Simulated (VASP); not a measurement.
# Bi2Se3 (R-3m) in VASP: single point with PBE+D3(BJ)

Aim: the single point of Bi2Se3 with PBE+D3(BJ).

All numbers are computed with VASP 6.6.1; they aren't measurements. Logs are shortened: lines on timing, memory, paths and dates and some standing lists are left out, and cuts for length are marked.

### Step 1. The cell of the first run

The structure is trigonal, space group R-3m (No. 166). The conventional cell has a = 4.143 Å, b = 4.143 Å, c = 28.487 Å, α = 90.00°, β = 90.00°, γ = 120.00°. Bi (site symmetry 3m) has 6 Se at 2.86 to 3.07 Å within 3.8 Å. Within 4.3 Å of Se (site symmetry -3m) lie 6 Bi at 3.07 Å and 12 Se at 4.14 to 4.24 Å. Se (site symmetry 3m) has 3 Bi at 2.86 Å and 3 Se at 3.46 Å within 3.8 Å.

### Step 2. Single point, PBE+D3(BJ)

Input file INCAR:

```
ALGO = Normal
EDIFF = 1E-7
ENCUT = 520
GGA = PE
ISIF = 2
ISMEAR = 0
IVDW = 12
LASPH = True
LCHARG = False
LREAL = False
LWAVE = False
NBANDS = 32
NELM = 80
PREC = Accurate
SIGMA = 0.01
```

Input file KPOINTS:

```
k-points
0
Gamma
  12 12 12
```

Input file POSCAR:

```
Bi2Se3
1.0
    2.0714736823      1.1959658881      9.4956322884
   -2.0714736823      1.1959658881      9.4956322884
    0.0000000000     -2.3919317762      9.4956322884
Bi Se
2 3
Direct
    0.4008077304      0.4008077304      0.4008077304
    0.5991922696      0.5991922696      0.5991922696
    0.0000000000      0.0000000000      0.0000000000
    0.2106239574      0.2106239574      0.2106239574
    0.7893760426      0.7893760426      0.7893760426
```

Potentials or basis: VASP PAW PBE potentials, release 64 (Bi_d, Se).

The run is started by

```console
> cat potpaw_PBE.64/Bi_d/POTCAR potpaw_PBE.64/Se/POTCAR > POTCAR
> mpirun -np 1 vasp_std > vasp.out
```

OUTCAR:

```text
EDIFF = 1E-7
   ENCUT = 520
   GGA = PE
   ISIF = 2
   ISMEAR = 0
   IVDW = 12
   LASPH = True
   LREAL = False
   NELM = 80
   PREC = Accurate
 IVDW          = 12

 ion  position               nearest neighbor table
   1  0.401  0.401  0.401-   5 2.86   5 2.86   5 2.86   3 3.07   3 3.07   3 3.07
   2  0.599  0.599  0.599-   4 2.86   4 2.86   4 2.86   3 3.07   3 3.07   3 3.07
   3  0.000  0.000  0.000-   2 3.07   2 3.07   1 3.07   1 3.07   2 3.07   1 3.07
   4  0.211  0.211  0.211-   2 2.86   2 2.86   2 2.86
   5  0.789  0.789  0.789-   1 2.86   1 2.86   1 2.86

  LATTYP: Found a trigonal (rhomboedric) cell.
 ALAT       =     9.7922607287
 COS(alpha) =     0.9105000281

  Lattice vectors:

 A1 = (   2.0714736823,   1.1959658881,   9.4956322884)
 A2 = (  -2.0714736823,   1.1959658881,   9.4956322884)
 A3 = (   0.0000000000,  -2.3919317762,   9.4956322884)

Analysis of symmetry for initial positions (statically):
=====================================================================
 Subroutine PRICEL returns:
 Original cell was already a primitive cell.

 Routine SETGRP: Setting up the symmetry group for a
 trigonal (rhombohedral) supercell.

 Subroutine GETGRP returns: Found 12 space group operations
 (whereof 12 operations were pure point group operations)
 out of a pool of 12 trial point group operations.

The static configuration has the point symmetry D_3d.

Analysis of symmetry for dynamics (positions and initial velocities):
=====================================================================
 Subroutine PRICEL returns:
 Original cell was already a primitive cell.

 Routine SETGRP: Setting up the symmetry group for a
 trigonal (rhombohedral) supercell.

 Subroutine GETGRP returns: Found 12 space group operations
 (whereof 12 operations were pure point group operations)
 out of a pool of 12 trial point group operations.

The dynamic configuration has the point symmetry D_3d.

 Subroutine INISYM returns: Found 12 space group operations
 (whereof 12 operations are pure point group operations),
 and found     1 'primitive' translations

----------------------------------------------------------------------------------------

                                     Primitive cell

  volume of cell :     141.1476

  direct lattice vectors                    reciprocal lattice vectors
     2.071473682  1.195965888  9.495632288     0.241374054  0.139357375  0.035103859
    -2.071473682  1.195965888  9.495632288    -0.241374054  0.139357375  0.035103859
     0.000000000 -2.391931776  9.495632288     0.000000000 -0.278714750  0.035103859

  length of vectors
     9.792260729  9.792260729  9.792260729     0.280916701  0.280916701  0.280916701

  position of ions in fractional coordinates (direct lattice)
     0.400807730  0.400807730  0.400807730
     0.599192270  0.599192270  0.599192270
     0.000000000  0.000000000  0.000000000
     0.210623957  0.210623957  0.210623957
     0.789376043  0.789376043  0.789376043

  ion indices of the primitive-cell ions
   primitive index   ion index
                 1           1
                 2           2
                 3           3
                 4           4
                 5           5

----------------------------------------------------------------------------------------

 KPOINTS: k-points

Automatic generation of k-mesh.
 Grid dimensions read from file:
 generate k-points for:   12   12   12

 Generating k-lattice:

  Cartesian coordinates                     Fractional coordinates (reciprocal lattice)
     0.020114504  0.011613115  0.002925322     0.083333333  0.000000000 -0.000000000
    -0.020114504  0.011613115  0.002925322     0.000000000  0.083333333 -0.000000000
     0.000000000 -0.023226229  0.002925322    -0.000000000 -0.000000000  0.083333333

  Length of vectors
     0.023409725  0.023409725  0.023409725

  Shift w.r.t. Gamma in fractional coordinates (k-lattice)
     0.000000000  0.000000000  0.000000000

 Subroutine IBZKPT returns following result:
 ===========================================

 Found    189 irreducible k-points:

 Following reciprocal coordinates:
            Coordinates               Weight
  0.000000  0.000000  0.000000      1.000000
  0.083333  0.000000 -0.000000      6.000000
  0.166667  0.000000 -0.000000      6.000000
  0.250000  0.000000 -0.000000      6.000000
  0.333333 -0.000000 -0.000000      6.000000
  0.416667  0.000000 -0.000000      6.000000
[... 16 lines left out ...]
  0.500000  0.166667 -0.000000     12.000000
 -0.416667  0.166667  0.000000     12.000000
 [... further k-points ...]
   k-points           NKPTS =    189   k-points in BZ     NKDIM =    189   number of bands    NBANDS=     32
   number of dos      NEDOS =    301   number of ions     NIONS =      5
   total plane-waves  NPLWV = 512000
   dimension x,y,z NGX =    80 NGY =   80 NGZ =   80
   dimension x,y,z NGXF=   160 NGYF=  160 NGZF=  160
   ions per type =               2   3
   NGX,Y,Z   is equivalent  to a cutoff of  13.58, 13.58, 13.58 a.u.
   NGXF,Y,Z  is equivalent  to a cutoff of  27.16, 27.16, 27.16 a.u.
 SYSTEM =  unknown system
   PREC   = accura    normal or accurate (medium, high low for compatibility)
   ISTART =      0    job   : 0-new  1-cont  2-samecut
   ICHARG =      2    charge: 1-file 2-atom 10-const
   ISPIN  =      1    spin polarized calculation?
   LNONCOLLINEAR =      F non collinear calculations
   LSORBIT =      F    spin-orbit coupling
   LASPH  =      T    aspherical Exc in radial PAW
   ENCUT  =  520.0 eV  38.22 Ry    6.18 a.u.  18.21 18.21 18.21*2*pi/ulx,y,z
   NELM   =     80;   NELMIN=  2; NELMDL= -5     # of ELM steps
   EDIFF  = 0.1E-06   stopping-criterion for ELM
   LREAL  =      F    real-space projection
   EDIFFG = 0.1E-05   stopping-criterion for IOM
   NSW    =      0    number of steps for IOM
   IBRION =     -1    ionic relax: 0-MD 1-quasi-New 2-CG
   NFREE  =      0    steps in history (QN), initial steepest desc. (CG)
   ISIF   =      2    stress and relaxation
   ISYM   =      2    0-nonsym 1-usesym 2-fastsym
   POTIM  = 0.5000    time-step for ionic-motion
   TEBEG  =    0.0;   TEEND  =   0.0 temperature during run
   PSTRESS=    0.0 pullay stress
   NELECT =      48.0000    total number of electrons
   NUPDOWN=      -1.0000    fix difference up-down
   EMIN   =  10.00;   EMAX   =-10.00  energy-range for DOS
   EFERMI =   0.00;   METHOD = LEGACY
   ISMEAR =     0;   SIGMA  =   0.01  broadening in eV -4-tet -1-fermi 0-gaus
   EFERMI_NEDOS =   21; number of points for ismear=-14 and -15
   IALGO  =     38    algorithm
   IMIX   =      4    mixing-type and parameters
     AMIX     =   0.40;   BMIX     =  1.00
     AMIX_MAG =   1.60;   BMIX_MAG =  1.00
  volume/ion in A,a.u.               =      28.23       190.50
  Fermi-wavevector in a.u.,A,eV,Ry     =   1.142696  2.159383 17.765871  1.305755
  Thomas-Fermi vector in A             =   2.279393
   LORBIT       =      0    0 simple, 1 ext, 2 COOP (PROOUT), +10 PAW based schemes
   GGA     = PE    functional components
   LHFCALC =     F    Hartree Fock is set to
   AEXX    =    0.0000 exact exchange contribution
   IVDW    =    12    specifies the selected vdW correction
   LEPSILON=     F    determine dielectric tensor
   LRPA    =     F    only Hartree local field effects (RPA)
 non-spin polarized calculation
 Gauss-broadening in eV      SIGMA  =   0.01
  energy-cutoff  :      520.00
  volume of cell :      141.15
 maximum number of plane-waves:      3840
 NGX is ok and might be reduce to    80
   NGX = 37   NGY = 37   NGZ = 37

 number of electron      47.9999996 magnetization

 Free energy of the ion-electron system (eV)
  ---------------------------------------------------
  ext. energy  EPLUGINS =         0.00000000
  ---------------------------------------------------
  free energy    TOTEN  =       -20.14796528 eV

  energy without entropy =      -20.14796528  energy(sigma->0) =      -20.14796528

 E-fermi :   5.1814     XC(G=0):  -9.5316

 val. band max:        5.0738320564   @ k =   0.0000   0.0000   0.0000
 cond. band min:       5.2380201456   @ k =   0.0000   0.0000   0.0000
 fundamental gap:      0.1641880892
 Fermi energy:         5.1813622226

 k-point     1 :       0.0000    0.0000    0.0000
  band No.  band energies     occupation
      1     -18.1011      2.00000
      2     -18.1011      2.00000
      3     -18.0993      2.00000
      4     -18.0993      2.00000
      5     -18.0940      2.00000
      6     -18.0914      2.00000
[... 24 lines left out ...]
     31      10.8487      0.00000
     32      12.0027      0.00000

 k-point     2 :       0.0833    0.0000   -0.0000
  band No.  band energies     occupation
      1     -18.1020      2.00000
      2     -18.1001      2.00000
      3     -18.0994      2.00000
      4     -18.0977      2.00000
      5     -18.0930      2.00000
      6     -18.0904      2.00000
[... 24 lines left out ...]
     31      10.7557      0.00000
     32      11.2033      0.00000

 k-point     3 :       0.1667    0.0000   -0.0000
  band No.  band energies     occupation
      1     -18.1049      2.00000
      2     -18.1025      2.00000
      3     -18.0950      2.00000
      4     -18.0932      2.00000
      5     -18.0903      2.00000
      6     -18.0879      2.00000
[... 24 lines left out ...]
     31      10.1013      0.00000
     32      11.0286      0.00000

 k-point     4 :       0.2500    0.0000   -0.0000
  band No.  band energies     occupation
      1     -18.1096      2.00000
      2     -18.1063      2.00000
      3     -18.0911      2.00000
      4     -18.0901      2.00000
      5     -18.0881      2.00000
      6     -18.0865      2.00000
[... 654 lines left out ...]
     31      10.0649      0.00000
     32      10.8226      0.00000

 k-point    23 :       0.5000    0.1667   -0.0000
  band No.  band energies     occupation
      1     -18.1136      2.00000
      2     -18.1093      2.00000
      3     -18.0935      2.00000
      4     -18.0919      2.00000
      5     -18.0885      2.00000
      6     -18.0874      2.00000
[... 24 lines left out ...]
     31      10.0489      0.00000
     32      10.8825      0.00000

 k-point    24 :      -0.4167    0.1667    0.0000
  band No.  band energies     occupation
      1     -18.1146      2.00000
      2     -18.1100      2.00000
      3     -18.0940      2.00000
      4     -18.0922      2.00000
      5     -18.0887      2.00000
      6     -18.0875      2.00000
[... 24 lines left out ...]
     31       9.9324      0.00000
     32      10.9293      0.00000

 [... further k-points ...]

------------------------ aborting loop because EDIFF is reached ----------------------------------------

 Edisp (eV)   -2.01346

 E8    (eV) :    -0.9111

  FORCE on cell =-STRESS in cart. coord.  units (eV):
  Direction    XX          YY          ZZ          XY          YZ          ZX
  --------------------------------------------------------------------------------------
  -------------------------------------------------------------------------------------
  Total       0.02188     0.02188     0.00708     0.00000     0.00000    -0.00000
  in kB       0.24833     0.24833     0.08038     0.00000     0.00000    -0.00000
  external pressure =        0.19 kB  Pullay stress =        0.00 kB

 VOLUME and BASIS-vectors are now :
 -----------------------------------------------------------------------------
  energy-cutoff  :      520.00
  volume of cell :      141.15
      direct lattice vectors                 reciprocal lattice vectors
     2.071473682  1.195965888  9.495632288     0.241374054  0.139357375  0.035103859
    -2.071473682  1.195965888  9.495632288    -0.241374054  0.139357375  0.035103859
     0.000000000 -2.391931776  9.495632288     0.000000000 -0.278714750  0.035103859

 POSITION                                       TOTAL-FORCE (eV/Angst)
 -----------------------------------------------------------------------------------
      0.00000      0.00000     11.41777         0.000000     -0.000000     -0.006217
      0.00000      0.00000     17.06913         0.000000     -0.000000      0.006217
      0.00000      0.00000      0.00000         0.000000      0.000000     -0.000000
      0.00000      0.00000      6.00002         0.000000     -0.000000     -0.008962
      0.00000      0.00000     22.48687         0.000000     -0.000000      0.008962
 -----------------------------------------------------------------------------------
    total drift:                                0.000000      0.000000     -0.000000

  FREE ENERGIE OF THE ION-ELECTRON SYSTEM (eV)
  ---------------------------------------------------
  free  energy   TOTEN  =       -22.1614273650 eV

  energy  without entropy=      -22.1614273650  energy(sigma->0) =      -22.16142737
```

Wall time 1.7 h (1 thread of Oxide Virtual Turin-like, shared host); peak memory 1.3 GiB.

What came out:

```yaml
Free_energy: -22.1614 eV
Pressure: 0.0 GPa
Largest_force: 0.009 eV/Å
Band_gap_on_the_k_mesh: 0.16 eV
Dispersion_energy_per_atom: -0.403 eV
```

Forces in eV/Å, atoms in the order of the input:
```
Bi   0.000  0.000 -0.006
Bi   0.000  0.000  0.006
Se   0.000  0.000  0.000
Se   0.000  0.000 -0.009
Se   0.000  0.000  0.009
```

Caveat: spin-orbit coupling is left out, which moves the levels of the heavy elements.
